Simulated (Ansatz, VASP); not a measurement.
One calculation of Cu, two programs

```
Cu
1.0
    -1.44279    1.44279    1.37608
     1.44279   -1.44279    1.37608
     1.44279    1.44279   -1.37608
Cu
1
Direct
  0.00000 0.00000 0.00000
```

Alike in both runs: task single point; functional r2SCAN; k mesh 4 × 4 × 4; occupations gaussian, width 0.1 eV; no spin polarisation.

|  | VASP | Ansatz |
| --- | --- | --- |
| version | VASP 6.6.1 | Ansatz 0.2.0 |
| potentials or method | VASP PAW PBE potentials, release 64 (Cu), cutoff 520 eV | scalar-relativistic, plane waves, PAW |
| valence electrons in the cell | 11 | 19 |

VASP gave:

```
gap on the k mesh at the Fermi level (eV)                     : none
pressure (GPa)                                                : 0.3
traceless stress, the component that is largest in VASP (GPa) : -1.29
```

**Question.** What did Ansatz give for the same quantities?

**Answer.** gap on the k mesh at the Fermi level (eV): none; pressure (GPa): -0.3; traceless stress, the component that is largest in VASP (GPa): -1.13.

VASP's potentials were made for PBE, not for r2SCAN. A gap of «none» marks a metal or a gap that the smearing closes. The functional is the same, so the differences come from potentials, cutoffs and numerics. VASP's potentials hold 11 valence electrons a cell and Ansatz's 19, so a difference there can come from the potentials and not from the codes.

The k mesh is coarse, so the values compare programs but aren't converged.
